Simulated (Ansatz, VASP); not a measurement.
CsCl in VASP and in Ansatz

Contents of INCAR:

```
SYSTEM = CsCl
  PREC = Accurate
  ENCUT = 400
  EDIFF = 1E-8
  ISMEAR = -1
  SIGMA = 0.03
  LREAL = .FALSE.
  LASPH = .TRUE.
  NELM = 120
  ALGO = Normal
  ISIF = 2
  LWAVE = .FALSE.
  LCHARG = .FALSE.
  GGA = PS
  LEFG = .TRUE.
  NBANDS = 15
  GGA_COMPAT = .FALSE.
```

File KPOINTS:

```
Automatic mesh
0
G
  6 6 6
  0 0 0
```

File POSCAR:

```
CsCl
1.0
    4.1230000000      0.0000000000      0.0000000000
    0.0000000000      4.1230000000      0.0000000000
    0.0000000000      0.0000000000      4.1230000000
Cs Cl
1 1
Direct
    0.0000000000      0.0000000000      0.0000000000
    0.5000000000      0.5000000000      0.5000000000
```

Input for Ansatz:

```yaml
crystal:
  lattice:
    - [4.123, 0.0, 0.0]
    - [0.0, 4.123, 0.0]
    - [0.0, 0.0, 4.123]
  atoms:
    - { symbol: Cs, position: [0.0, 0.0, 0.0] }
    - { symbol: Cl, position: [0.5, 0.5, 0.5] }
kpoints:
  mp_grid: { grid: [6, 6, 6] }
  band_path:
    path:
      - [0.0, 0.0, 0.0]
      - [0.0, 0.5, 0.0]
      - [0.5, 0.5, 0.0]
      - [0.0, 0.0, 0.0]
      - [0.5, 0.5, 0.5]
      - [0.0, 0.5, 0.0]
      - [0.5, 0.5, 0.5]
      - [0.5, 0.5, 0.0]
    npoints: 8
scf:
  occupations: { method: fermi_dirac, width: 0.03 }
hamiltonian:
  xc: pbesol
  pseudopotentials: { kind: all_electron, datasets: crystal }
output:
  forces: true
  stress: true
  eigenvalues: true
  efg: { contact_densities: true }
```

Alike in both runs: task electric field gradients; functional PBEsol; k mesh 6 × 6 × 6; occupations fermi-dirac, width 0.03 eV; no spin polarisation.

|  | VASP | Ansatz |
| --- | --- | --- |
| version | VASP 6.6.1 | Ansatz 0.2.0 |
| potentials or method | VASP PAW PBE potentials, release 64 (Cs_sv, Cl), cutoff 400 eV | all-electron PAW with datasets made for the crystal, scalar-relativistic |

```tsv
	VASP	Ansatz	Ansatz less VASP
gap on the k mesh at the Fermi level (eV)	5.05	5.06	+0.012
pressure (GPa)	-0.6	-0.7	-0.04
```

VASP's potentials were made for PBE, not for PBEsol. Ansatz ran all-electron here, and VASP with PAW potentials.

Spin-orbit coupling is off throughout.
